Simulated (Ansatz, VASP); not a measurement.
## CoO in VASP and in Ansatz

```xyz
2
Lattice="-1.5442 1.5020 2.1072 1.5020 -1.5442 2.1072 1.5140 1.5140 -2.1374" Properties=species:S:1:pos:R:3 pbc="T T T"
Co    0.0000    0.0000    0.0000
O    -0.0211   -0.0211    2.1072
```

Change from the starting cell: equal xy, yz and zx shear strains of -2 %, crystal datasets.

Alike in both runs: task electric field gradients; functional PBE; k mesh 13 × 13 × 15; occupations fermi-dirac, width 0.03 eV; collinear spin.

|  | VASP | Ansatz |
| --- | --- | --- |
| version | VASP 6.6.1 | Ansatz 0.2.0 |
| potentials or method | VASP PAW PBE potentials, release 64 (Co, O), cutoff 520 eV | all-electron PAW with datasets made for the crystal, scalar-relativistic |

Ansatz gave:

* pressure (GPa): 0.0
* traceless stress, the component that is largest in VASP (GPa): -0.62
* net moment per atom (μB): 1.46
* size of the moment on the site where the two differ most (μB): 2.48
* size of Vzz on the site where it differs most (V/Å²): 17.7

**Question.** What did VASP give for the same quantities?

**Answer.** Pressure (GPa): -0.6; traceless stress, the component that is largest in VASP (GPa): -0.57; net moment per atom (μB): 1.45; size of the moment on the site where the two differ most (μB): 2.55; size of Vzz on the site where it differs most (V/Å²): 13.6.

Site moments also hang on the region over which each program counts them. Ansatz ran all-electron here, and VASP with PAW potentials.
